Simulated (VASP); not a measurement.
Write the native input for VASP 6.6.1 that does the following.

```yaml
Task: relaxation of cell and atoms
Functional: PBE
Dispersion: D3(BJ)
Potentials_or_basis: VASP PAW PBE potentials, release 64 (C)
Cutoff: 600 eV
k_mesh: 18 × 18 × 8
Occupations: gaussian, width 0.1 eV
Spin: no spin polarisation
Target_pressure: 15 GPa
Dipole_correction: no
Further_INCAR_settings: ALGO = Normal; EDIFF = 1e-06; IBRION = 2; EDIFFG = -0.008; NSW = 70; ISIF = 3
```

The structure of C lies in POSCAR:

```
C
1.0
    2.3903148506      0.0000000000      0.0000000000
   -1.1951574253      2.0700733837      0.0000000000
    0.0000000000      0.0000000000      5.8417774702
C
4
Direct
    0.0000000000      0.0000000000      0.7500024317
    0.0000000000      0.0000000000      0.2499975683
    0.3333333333      0.6666666667      0.2499976021
    0.6666666667      0.3333333333      0.7500023979
```

The input as run:

INCAR

```
SYSTEM = C
ALGO = Normal ; EDIFF = 1E-6
EDIFFG = -0.008 ; ENCUT = 600
GGA = PE ; IBRION = 2
ISIF = 3 ; ISMEAR = 0
IVDW = 12 ; LASPH = .TRUE.
LCHARG = .FALSE. ; LREAL = .FALSE.
LWAVE = .FALSE. ; NELM = 60
NSW = 70 ; PREC = Accurate
PSTRESS = 150.0 ; SIGMA = 0.1
```

KPOINTS

```
k-points
0
G
  18 18 8
  0 0 0
```

Potentials or basis: VASP PAW PBE potentials, release 64 (C).

The run is started by

```bash
$ cat potpaw_PBE.64/C/POTCAR > POTCAR
$ mpirun -np 1 vasp_std > vasp.out
```

It gave:

```
Relaxed volume                                             : 7.35 Å³/atom
Relaxed cell                                               : a = 2.442 Å, b = 2.442 Å, c = 5.688 Å, α = 90.00°, β = 90.00°, γ = 120.00°
Space group after relaxing (to 0.1 Å)                      : P6_3/mmc (No. 194)
Energy change on relaxing (the run minimises the enthalpy) : -50.3 meV/atom
Ionic steps                                                : 11
Pressure after relaxing                                    : 15.0 GPa
Band gap on the k mesh                                     : zero (bands 8 and 9 overlap by 0.16 eV)
Dispersion energy per atom                                 : -0.187 eV
```

Caveat: the cell is relaxed towards a set pressure, so the run minimises the enthalpy, not the energy.

Wall time 7.8 min on 1 thread of Intel Xeon 8259CL (shared host), peak memory 0.21 GiB.
